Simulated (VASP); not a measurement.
Write the native input for VASP 6.6.1 that does the following.

```yaml
Task: single point
Functional: RPBE
Potentials_or_basis: VASP PAW PBE potentials, release 64 (Pd)
Cutoff: 520 eV
k_mesh: 12 × 12 × 12
Occupations: gaussian, width 0.1 eV
Spin: no spin polarisation
Dipole_correction: no
Further_INCAR_settings: ALGO = Normal; EDIFF = 1e-07; NBANDS = 11
```

The structure of Pd lies in POSCAR:

```
Pd
1.0
    0.0000000000      1.9465000000      1.9465000000
    1.9465000000      0.0000000000      1.9465000000
    1.9465000000      1.9465000000      0.0000000000
Pd
1
Direct
    0.0000000000      0.0000000000      0.0000000000
```

The input as run:

INCAR

```
SYSTEM = Pd
ALGO = Normal
EDIFF = 1E-7
ENCUT = 520
GGA = RP
ISIF = 2
ISMEAR = 0
LASPH = .TRUE.
LCHARG = .FALSE.
LREAL = .FALSE.
LWAVE = .FALSE.
NBANDS = 11
NELM = 80
PREC = Accurate
SIGMA = 0.1
```

KPOINTS

```
k-points
0
G
  12 12 12
  0 0 0
```

Potentials or basis: VASP PAW PBE potentials, release 64 (Pd).

Command:

```console
$ cat potpaw_PBE.64/Pd/POTCAR > POTCAR
$ mpirun -np 1 vasp_std > vasp.out
```

It gave:

```
Pressure               : 11.3 GPa
Band gap on the k mesh : zero (band 5 reaches 10.16 eV, above the bottom of band 6 at 8.58 eV)
```

Caveat: the PAW data sets were made with another functional, which shifts forces and pressure a little.

Wall time 20 s on 1 thread of Intel Xeon 8259CL, on a shared host, peak memory 0.13 GiB.
